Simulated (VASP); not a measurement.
# Te7Mo4 (a cell with a defect) in VASP: further runs

Runs on Te7Mo4 (a cell with a defect). Level: PBE+D3(BJ). Tasks: single point.

Program: VASP 6.6.1. These are calculated values, not measurements. Logs are shortened: lines on timing, memory, paths and dates and some standing lists are left out, and cuts for length are marked.

## Step 1: The cell of the first run

The cell holds a defect, 11 atoms: a = 6.990 Å, b = 6.990 Å, c = 7.624 Å, α = 90.00°, β = 90.00°, γ = 120.00°.

## Step 2: Single point, PBE+D3(BJ)

File INCAR:

```
SYSTEM = Te7Mo4
PREC = Accurate ; ENCUT = 520
EDIFF = 1E-7 ; ISMEAR = 0
SIGMA = 0.05 ; LREAL = .FALSE.
LASPH = .TRUE. ; NELM = 60
ALGO = Fast ; ISIF = 2
LWAVE = .FALSE. ; LCHARG = .FALSE.
GGA = PE ; IVDW = 12
NBANDS = 60 ; NELECT = 96.0
```

File KPOINTS:

```
regular mesh
0
G
  6 6 4
  0 0 0
```

File POSCAR:

```
Te7Mo4
1.0
    3.4951625504     -6.0537991181      0.0000000000
   -6.9903251009      0.0000000000      0.0000000000
    0.0000000000      0.0000000000     -7.6242845190
Te Mo
7 4
Direct
    0.5000166667      0.3333333333      0.2385784197
    0.1666666667      0.8333333333      0.2385784197
    0.6666666667      0.8333333333      0.2385784197
    0.1666666667      0.3333333333      0.7614215803
    0.6666666667      0.3333333333      0.7614215803
    0.1666666667      0.8333333333      0.7614215803
    0.6666666667      0.8333333333      0.7614215803
    0.0000000000      0.5000000000      0.0000000000
    0.5000000000      0.5000000000      0.0000000000
    0.0000000000      0.0000000000      0.0000000000
    0.5000000000      0.0000000000      0.0000000000
```

Potentials or basis: VASP PAW PBE potentials, release 64 (Te, Mo_sv).

Command:

```
> cat potpaw_PBE.64/Te/POTCAR potpaw_PBE.64/Mo_sv/POTCAR > POTCAR
> mpirun -np 1 vasp_std > vasp.out
```

OUTCAR:

```text
SYSTEM = Te7Mo4
   PREC = Accurate
   ENCUT = 520
   EDIFF = 1E-7
   ISMEAR = 0
   LREAL = .FALSE.
   LASPH = .TRUE.
   NELM = 60
   ISIF = 2
   GGA = PE
   IVDW = 12
   NELECT = 96.0
 IVDW          = 12

 ion  position               nearest neighbor table
   1  0.500  0.333  0.239-   9 2.16  11 2.96   3 3.08   2 3.08   8 3.58  10 3.58
   2  0.167  0.833  0.239-  11 2.72   8 2.72  10 2.72   1 3.08   3 3.50   3 3.50   6 3.64
   3  0.667  0.833  0.239-  10 2.72   9 2.72  11 2.72   1 3.08   2 3.50   2 3.50   7 3.64
   4  0.167  0.333  0.761-   9 2.72  10 2.72   8 2.72   5 3.50   5 3.50   6 3.50   6 3.50   7 3.50
                             7 3.50
   5  0.667  0.333  0.761-   8 2.72  11 2.72   9 2.72   4 3.50   4 3.50   7 3.50   7 3.50   6 3.50
                             6 3.50
   6  0.167  0.833  0.761-  11 2.72   8 2.72  10 2.72   7 3.50   7 3.50   4 3.50   4 3.50   5 3.50
                             5 3.50   2 3.64
   7  0.667  0.833  0.761-  10 2.72   9 2.72  11 2.72   6 3.50   6 3.50   5 3.50   5 3.50   4 3.50
                             4 3.50   3 3.64
   8  0.000  0.500  0.000-   5 2.72   2 2.72   6 2.72   4 2.72   1 3.58
   9  0.500  0.500  0.000-   1 2.16   4 2.72   3 2.72   7 2.72   5 2.72
  10  0.000  0.000  0.000-   3 2.72   7 2.72   4 2.72   6 2.72   2 2.72   1 3.58
  11  0.500  0.000  0.000-   2 2.72   6 2.72   5 2.72   3 2.72   7 2.72   1 2.96

  LATTYP: Found a hexagonal cell.
 ALAT       =     6.9903251009
 C/A-ratio  =     1.0906909777

  Lattice vectors:

 A1 = (   3.4951625504,  -6.0537991181,   0.0000000000)
 A2 = (  -6.9903251009,   0.0000000000,   0.0000000000)
 A3 = (   0.0000000000,   0.0000000000,  -7.6242845190)

Analysis of symmetry for initial positions (statically):
=====================================================================
 Subroutine PRICEL returns:
 Original cell was already a primitive cell.

 Routine SETGRP: Setting up the symmetry group for a
 hexagonal supercell.

 Subroutine GETGRP returns: Found  1 space group operations
 (whereof  1 operations were pure point group operations)
 out of a pool of 24 trial point group operations.

The static configuration has the point symmetry C_1 .

Analysis of symmetry for dynamics (positions and initial velocities):
=====================================================================
 Subroutine PRICEL returns:
 Original cell was already a primitive cell.

 Routine SETGRP: Setting up the symmetry group for a
 hexagonal supercell.

 Subroutine GETGRP returns: Found  1 space group operations
 (whereof  1 operations were pure point group operations)
 out of a pool of 24 trial point group operations.

The dynamic configuration has the point symmetry C_1 .

 Subroutine INISYM returns: Found  1 space group operations
 (whereof  1 operations are pure point group operations),
 and found     1 'primitive' translations

----------------------------------------------------------------------------------------

                                     Primitive cell

  volume of cell :     322.6447

  direct lattice vectors                    reciprocal lattice vectors
     3.495162550 -6.053799118  0.000000000     0.000000000 -0.165185527  0.000000000
    -6.990325101  0.000000000  0.000000000    -0.143054863 -0.082592764  0.000000000
     0.000000000  0.000000000 -7.624284519     0.000000000  0.000000000 -0.131159848

  length of vectors
     6.990325101  6.990325101  7.624284519     0.165185527  0.165185527  0.131159848

  position of ions in fractional coordinates (direct lattice)
     0.500016667  0.333333333  0.238578420
     0.166666667  0.833333333  0.238578420
     0.666666667  0.833333333  0.238578420
     0.166666667  0.333333333  0.761421580
     0.666666667  0.333333333  0.761421580
     0.166666667  0.833333333  0.761421580
     0.666666667  0.833333333  0.761421580
     0.000000000  0.500000000  0.000000000
     0.500000000  0.500000000  0.000000000
     0.000000000  0.000000000  0.000000000
     0.500000000  1.000000000  0.000000000

  ion indices of the primitive-cell ions
   primitive index   ion index
                 1           1
                 2           2
                 3           3
                 4           4
                 5           5
                 6           6
                 7           7
                 8           8
                 9           9
                10          10
                11          11

----------------------------------------------------------------------------------------

 KPOINTS: regular mesh

Automatic generation of k-mesh.
 Grid dimensions read from file:
 generate k-points for:    6    6    4

 Generating k-lattice:

  Cartesian coordinates                     Fractional coordinates (reciprocal lattice)
     0.000000000 -0.027530921  0.000000000     0.166666667  0.000000000  0.000000000
    -0.023842477 -0.013765461  0.000000000    -0.000000000  0.166666667  0.000000000
     0.000000000  0.000000000 -0.032789962     0.000000000  0.000000000  0.250000000

  Length of vectors
     0.027530921  0.027530921  0.032789962

  Shift w.r.t. Gamma in fractional coordinates (k-lattice)
     0.000000000  0.000000000  0.000000000

 Subroutine IBZKPT returns following result:
 ===========================================

 Found     76 irreducible k-points:

 Following reciprocal coordinates:
            Coordinates               Weight
  0.000000  0.000000  0.000000      1.000000
  0.166667  0.000000  0.000000      2.000000
 -0.000000  0.166667  0.000000      2.000000
 -0.166667  0.166667  0.000000      2.000000
  0.333333  0.000000  0.000000      2.000000
 -0.000000  0.333333  0.000000      2.000000
[... 16 lines left out ...]
 -0.000000  0.166667  0.250000      2.000000
 -0.166667  0.166667  0.250000      2.000000
 [... further k-points ...]
   k-points           NKPTS =     76   k-points in BZ     NKDIM =     76   number of bands    NBANDS=     60
   number of dos      NEDOS =    301   number of ions     NIONS =     11
   total plane-waves  NPLWV = 174960
   dimension x,y,z NGX =    54 NGY =   54 NGZ =   60
   dimension x,y,z NGXF=   108 NGYF=  108 NGZF=  120
   ions per type =               7   4
   NGX,Y,Z   is equivalent  to a cutoff of  12.84, 12.84, 13.08 a.u.
   NGXF,Y,Z  is equivalent  to a cutoff of  25.68, 25.68, 26.17 a.u.
 SYSTEM =  Te7Mo4
   PREC   = accura    normal or accurate (medium, high low for compatibility)
   ISTART =      0    job   : 0-new  1-cont  2-samecut
   ICHARG =      2    charge: 1-file 2-atom 10-const
   ISPIN  =      1    spin polarized calculation?
   LNONCOLLINEAR =      F non collinear calculations
   LSORBIT =      F    spin-orbit coupling
   LASPH  =      T    aspherical Exc in radial PAW
   ENCUT  =  520.0 eV  38.22 Ry    6.18 a.u.  13.00 13.00 14.18*2*pi/ulx,y,z
   NELM   =     60;   NELMIN=  2; NELMDL= -5     # of ELM steps
   EDIFF  = 0.1E-06   stopping-criterion for ELM
   LREAL  =      F    real-space projection
   EDIFFG = 0.1E-05   stopping-criterion for IOM
   NSW    =      0    number of steps for IOM
   IBRION =     -1    ionic relax: 0-MD 1-quasi-New 2-CG
   NFREE  =      0    steps in history (QN), initial steepest desc. (CG)
   ISIF   =      2    stress and relaxation
   ISYM   =      2    0-nonsym 1-usesym 2-fastsym
   POTIM  = 0.5000    time-step for ionic-motion
   TEBEG  =    0.0;   TEEND  =   0.0 temperature during run
   PSTRESS=    0.0 pullay stress
   NELECT =      96.0000    total number of electrons
   NUPDOWN=      -1.0000    fix difference up-down
   EMIN   =  10.00;   EMAX   =-10.00  energy-range for DOS
   EFERMI =   0.00;   METHOD = LEGACY
   ISMEAR =     0;   SIGMA  =   0.05  broadening in eV -4-tet -1-fermi 0-gaus
   EFERMI_NEDOS =   21; number of points for ismear=-14 and -15
   IALGO  =     68    algorithm
   IMIX   =      4    mixing-type and parameters
     AMIX     =   0.40;   BMIX     =  1.00
     AMIX_MAG =   1.60;   BMIX_MAG =  1.00
  volume/ion in A,a.u.               =      29.33       197.94
  Fermi-wavevector in a.u.,A,eV,Ry     =   1.092925  2.065329 16.251960  1.194485
  Thomas-Fermi vector in A             =   2.229200
   LORBIT       =      0    0 simple, 1 ext, 2 COOP (PROOUT), +10 PAW based schemes
   GGA     = PE    functional components
   LHFCALC =     F    Hartree Fock is set to
   AEXX    =    0.0000 exact exchange contribution
   IVDW    =    12    specifies the selected vdW correction
   LEPSILON=     F    determine dielectric tensor
   LRPA    =     F    only Hartree local field effects (RPA)
 non-spin polarized calculation
 RMM-DIIS sequential band-by-band and
 Gauss-broadening in eV      SIGMA  =   0.05
  energy-cutoff  :      520.00
  volume of cell :      322.64
 maximum number of plane-waves:      8715
 NGX is ok and might be reduce to    54
   NGX = 25   NGY = 25   NGZ = 29

 number of electron      96.0000001 magnetization

 Free energy of the ion-electron system (eV)
  ---------------------------------------------------
  ext. energy  EPLUGINS =         0.00000000
  ---------------------------------------------------
  free energy    TOTEN  =       -75.53891709 eV

  energy without entropy =      -75.53581193  energy(sigma->0) =      -75.53736451

 E-fermi :   5.9506     XC(G=0):  -9.2467

 val. band max:        5.9449866380   @ k =  -0.1667   0.3333   0.0000
 cond. band min:       5.9556607742   @ k =   0.5000   0.5000   0.5000
 fundamental gap:      0.0106741362
 Fermi energy:         5.9506356164

 k-point     1 :       0.0000    0.0000    0.0000
  band No.  band energies     occupation
      1     -54.9941      2.00000
      2     -54.9830      2.00000
      3     -54.8605      2.00000
      4     -54.7071      2.00000
      5     -29.3050      2.00000
      6     -29.1991      2.00000
[... 52 lines left out ...]
     59       9.0962      0.00000
     60       9.4196      0.00000

 k-point     2 :       0.1667    0.0000    0.0000
  band No.  band energies     occupation
      1     -54.9941      2.00000
      2     -54.9830      2.00000
      3     -54.8605      2.00000
      4     -54.7071      2.00000
      5     -29.3039      2.00000
      6     -29.1963      2.00000
[... 52 lines left out ...]
     59       8.8242      0.00000
     60       9.0243      0.00000

 k-point     3 :      -0.0000    0.1667    0.0000
  band No.  band energies     occupation
      1     -54.9940      2.00000
      2     -54.9832      2.00000
      3     -54.8605      2.00000
      4     -54.7071      2.00000
      5     -29.3031      2.00000
      6     -29.1983      2.00000
[... 1312 lines left out ...]
     59       8.8048      0.00000
     60       8.9310      0.00000

 k-point    24 :      -0.1667    0.1667    0.2500
  band No.  band energies     occupation
      1     -54.9940      2.00000
      2     -54.9831      2.00000
      3     -54.8605      2.00000
      4     -54.7071      2.00000
      5     -29.3035      2.00000
      6     -29.1960      2.00000
[... 52 lines left out ...]
     59       9.0256      0.00000
     60       9.1575      0.00000

 [... further k-points ...]

------------------------ aborting loop because EDIFF is reached ----------------------------------------

 Edisp (eV)   -5.15341

 E8    (eV) :    -2.3818

  FORCE on cell =-STRESS in cart. coord.  units (eV):
  Direction    XX          YY          ZZ          XY          YZ          ZX
  --------------------------------------------------------------------------------------
  -------------------------------------------------------------------------------------
  Total     -21.60037   -31.46967    -4.66762     2.25467    -0.24625   -12.13739
  in kB    -107.26236  -156.27096   -23.17829    11.19617    -1.22282   -60.27144
  external pressure =      -95.57 kB  Pullay stress =        0.00 kB

 VOLUME and BASIS-vectors are now :
 -----------------------------------------------------------------------------
  energy-cutoff  :      520.00
  volume of cell :      322.64
      direct lattice vectors                 reciprocal lattice vectors
     3.495162550 -6.053799118  0.000000000     0.000000000 -0.165185527  0.000000000
    -6.990325101  0.000000000  0.000000000    -0.143054863 -0.082592764  0.000000000
     0.000000000  0.000000000 -7.624284519     0.000000000  0.000000000 -0.131159848

 POSITION                                       TOTAL-FORCE (eV/Angst)
 -----------------------------------------------------------------------------------
     -0.58247     -3.02700     -1.81899         6.585431     -0.002740     -9.646151
     -5.24274     -1.00897     -1.81899         0.896094      0.538323     -0.525924
     -3.49516     -4.03587     -1.81899        -1.114196     -0.516863     -0.332935
     -1.74758     -1.00897     -5.80529        -0.187288      0.176652      0.076499
      0.00000     -4.03587     -5.80529        -0.128380     -0.382557      0.126954
     -5.24274     -1.00897     -5.80529         0.270467      0.269115     -0.022460
     -3.49516     -4.03587     -5.80529        -0.245542     -0.311031      0.507871
     -3.49516      0.00000      0.00000         0.301321      0.222202      0.249636
     -1.74758     -3.02690      0.00000        -5.529532      0.154473      9.255586
      0.00000      0.00000      0.00000        -0.487577     -0.198915      0.218223
      1.74758     -3.02690      0.00000        -0.360798      0.051343      0.092701
 -----------------------------------------------------------------------------------
    total drift:                                0.000041      0.000001     -0.000279

  FREE ENERGIE OF THE ION-ELECTRON SYSTEM (eV)
  ---------------------------------------------------
  free  energy   TOTEN  =       -80.6923269646 eV

  energy  without entropy=      -80.6892217979  energy(sigma->0) =      -80.69077438
```

Run time: 1.7 h. Hardware: 1 thread of Oxide Virtual Turin-like, shared host; peak memory 1.1 GiB.

What came out:

* Free energy: -80.6923 eV
* Largest force: 11.680 eV/Å
* Dispersion energy per atom: -0.468 eV

Forces on the atoms (eV/Å):
```
Te   6.585 -0.003 -9.646
Te   0.896  0.538 -0.526
Te  -1.114 -0.517 -0.333
Te  -0.187  0.177  0.076
Te  -0.128 -0.383  0.127
Te   0.270  0.269 -0.022
Te  -0.246 -0.311  0.508
Mo   0.301  0.222  0.250
Mo  -5.530  0.154  9.256
Mo  -0.488 -0.199  0.218
Mo  -0.361  0.051  0.093
```

Caveat: the cell carries a net charge on a neutralising background, which shifts energy and pressure; the cell differs from its parent crystal (atoms taken out, atom 1 moved 0.333 of the way to it and +0.000 Å across, host rigid); the cell is charged against a uniform background, so pressure and absolute levels hang on convention; spin-orbit coupling is left out, which moves the levels of the heavy elements.

## Step 3: Single point, PBE+D3(BJ)

File INCAR:

```
ALGO     = Fast           # electronic algorithm
EDIFF    = 1E-7           # SCF threshold, eV
ENCUT    = 520            # plane-wave cutoff, eV
GGA      = PE             # functional
ISIF     = 2              # what is computed and relaxed
ISMEAR   = 0              # smearing method
IVDW     = 12             # dispersion correction
LASPH    = True           # aspherical terms in the spheres
LCHARG   = True           # write CHGCAR
LELF     = True           # ELF
LREAL    = False          # projectors in reciprocal space
LVHAR    = True         
LWAVE    = False          # write WAVECAR
NBANDS   = 60             # bands
NELECT   = 96.0         
NELM     = 60             # most SCF steps
PREC     = Accurate       # precision mode
SIGMA    = 0.05           # smearing width, eV
```

File KPOINTS:

```
k-points
0
Gamma
  6 6 4
```

POSCAR: that of step 2 with these lines changed.

```diff
@@ -8,3 +8,3 @@
 Direct
-    0.5000166667      0.3333333333      0.2385784197
+    0.7692855584      0.3718711169      0.2385784197
     0.1666666667      0.8333333333      0.2385784197
```

Potentials or basis: VASP PAW PBE potentials, release 64 (Te, Mo_sv).

Command:

```
> cat potpaw_PBE.64/Te/POTCAR potpaw_PBE.64/Mo_sv/POTCAR > POTCAR
> mpirun -np 1 vasp_std > vasp.out
```

Wall time 89 min (1 thread of Oxide Virtual Turin-like, shared host); peak memory 1.1 GiB.

It converged, with:

```
Free energy                : -81.8510 eV
Largest force              : 6.991 eV/Å
Dispersion energy per atom : -0.452 eV
```

Forces on the atoms (eV/Å):
```
Te   0.904  5.202 -4.582
Te  -1.015 -0.913 -0.343
Te   0.253  0.283 -0.363
Te   0.132 -0.115  0.163
Te  -0.318 -0.038  0.227
Te  -0.248  0.084  0.378
Te   0.325  0.001  0.081
Mo   0.384 -3.749  4.718
Mo   0.277  0.115 -0.222
Mo  -0.519 -0.457  0.174
Mo  -0.176 -0.412 -0.232
```

Levels at points of the mesh, in eV from the Fermi level:
| k point | band 45 | band 46 | band 47 | band 48 | band 49 | band 50 | band 51 | band 52 |
| --- | --- | --- | --- | --- | --- | --- | --- | --- |
| (0.00, 0.00, 0.00) | -0.60 | -0.45 | -0.28 | -0.06 | 0.67 | 1.08 | 1.23 | 1.48 |
| (0.50, 0.00, 0.00) | -0.68 | -0.49 | -0.34 | -0.13 | 0.00 | 0.54 | 0.86 | 1.43 |
| (0.00, 0.50, 0.00) | -0.62 | -0.60 | -0.46 | -0.23 | 0.18 | 0.41 | 0.91 | 1.35 |
| (0.50, 0.50, 0.00) | -0.63 | -0.44 | -0.39 | -0.11 | -0.10 | 0.51 | 0.88 | 1.33 |
| (0.00, 0.00, 0.50) | -0.33 | -0.25 | -0.14 | -0.05 | 0.58 | 1.07 | 1.24 | 1.49 |
| (0.50, 0.00, 0.50) | -0.67 | -0.55 | -0.35 | -0.12 | -0.06 | 0.57 | 0.99 | 1.73 |
| (0.00, 0.50, 0.50) | -0.68 | -0.60 | -0.42 | -0.20 | 0.14 | 0.41 | 1.10 | 1.57 |
| (0.50, 0.50, 0.50) | -0.64 | -0.43 | -0.36 | -0.15 | -0.03 | 0.50 | 1.08 | 1.57 |

Caveat: the cell carries a net charge on a neutralising background, which shifts energy and pressure; the cell differs from its parent crystal (atoms taken out, atom 1 moved -0.167 of the way to it and -0.233 Å across, host rigid); the cell is charged against a uniform background, so pressure and absolute levels hang on convention; spin-orbit coupling is left out, which moves the levels of the heavy elements.
